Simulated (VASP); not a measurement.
Runs of VASP 6.6.1 on CdTe. The structure is that of space group F-43m (No. 216), or close to it. The cells are those of the table. 

| cell | gap on the mesh (eV) | pressure (GPa) |
| --- | --- | --- |
| a = 4.548 Å, angles 60.0°, 2 atoms | 0.73 | 1.4 |
| a = 4.456 Å, angles 60.0°, 2 atoms | 0.92 | (a) |
| a = 4.502 Å, angles 60.0°, 2 atoms | 0.82 | 2.9 |
| a = 4.636 Å, angles 60.0°, 2 atoms | 0.56 | (c) |
| a = 4.592 Å, angles 60.0°, 2 atoms | (b) | 0.1 |

Alike in all rows: task single point; level PBEsol; potentials or basis VASP PAW PBE potentials, release 64 (Cd, Te); no spin polarisation; k mesh 6 × 6 × 6; cutoff (eV) 520; smearing gaussian 0.01 eV.

Q: Fill in the values left out.

A: (a) 4.8; (b) 0.64; (c) -1.0.

Caveats: the PAW data sets were made with another functional, which shifts forces and pressure a little; spin-orbit coupling is left out, which moves the levels of the heavy elements.

A k mesh can miss the band edges, and the runs leave out spin-orbit coupling on Cd, Te.
